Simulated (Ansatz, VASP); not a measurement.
# Two plane-wave programs on AlAs4

```
Al As
1.0
     4.87241    0.00000    0.00000
     0.00000    4.87241    0.00000
     0.00000    0.00000    5.19886
Al As
1 4
Direct
  0.00000 0.00000 0.50000
  0.00000 0.50000 0.76011
  0.50000 0.00000 0.23989
  0.50000 0.50000 0.00000
  0.00000 0.00000 0.00000
```

Alike in both runs: functional PBE; k mesh 4 × 4 × 3; occupations gaussian, width 0.2 eV; no spin polarisation.

Ansatz relaxed the structure, and its values are those at the end. VASP's run is a single point on that final structure, the one shown.

|  | VASP | Ansatz |
| --- | --- | --- |
| version | VASP 6.6.1 | Ansatz 0.2.0 |
| potentials or method | VASP PAW PBE potentials, release 64 (Al, As), cutoff 500 eV | scalar-relativistic, plane waves, PAW |
| valence electrons in the cell | 23 | 63 |

VASP gave:

| Property | Result |
| --- | --- |
| gap on the k mesh at the Fermi level (eV) | none |
| pressure (GPa) | -0.1 |
| rms of the force components (eV/Å) | 0.022 |

Estimate Ansatz's values.

gap on the k mesh at the Fermi level (eV): none; pressure (GPa): -0.2; rms of the force components (eV/Å): 0.018.

A gap of «none» marks a metal or a gap that the smearing closes. VASP's potentials hold 23 valence electrons a cell and Ansatz's 63, so a difference there can come from the potentials and not from the codes.

The k mesh is coarse, so the values compare programs but aren't converged.
